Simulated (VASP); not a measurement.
Runs of VASP 6.6.1 on Al2Cu. The structure is that of space group P4/mmm (No. 123), or close to it. The cells are those of the table. 

```csv
cell,k mesh,smearing,gap on the mesh (eV),pressure (GPa)
"a = 4.105, b = 4.105, c = 2.891 Å, 3 atoms",10 × 10 × 14,methfessel-paxton 0.01 eV,none,-2.2
"a = 4.105, b = 4.105, c = 2.891 Å, 3 atoms",10 × 10 × 14,methfessel-paxton 0.3 eV,none,-2.2
"a = 4.105, b = 4.105, c = 2.891 Å, 3 atoms",10 × 10 × 14,methfessel-paxton 0.1 eV,none,-2.2
"a = 4.105, b = 4.105, c = 2.891 Å, 3 atoms",14 × 14 × 18,gaussian 0.1 eV,none,-2.4
"a = 4.105, b = 4.105, c = 2.891 Å, 3 atoms",10 × 10 × 14,fermi-dirac 0.2 eV,none,(a)
"a = 4.124, b = 4.124, c = 2.795 Å, 3 atoms",6 × 6 × 8,gaussian 0.1 eV,none,0.2
"a = 4.105, b = 4.105, c = 2.891 Å, 3 atoms",10 × 10 × 14,methfessel-paxton 0.05 eV,none,-2.3
"a = 4.105, b = 4.105, c = 2.891 Å, 3 atoms",10 × 10 × 14,tetrahedron,none,-2.3
```

Alike in all rows: task single point; level PBEsol; potentials or basis VASP PAW PBE potentials, release 64 (Al, Cu); no spin polarisation; cutoff (eV) 520.

Question: Fill in the values left out.

Answer: (a) -1.9.

Caveats: the PAW data sets were made with another functional, which shifts forces and pressure a little; tetrahedron occupations give inexact forces and stress in metals (some runs).

A gap of «none» marks levels without a gap at the run's occupations.
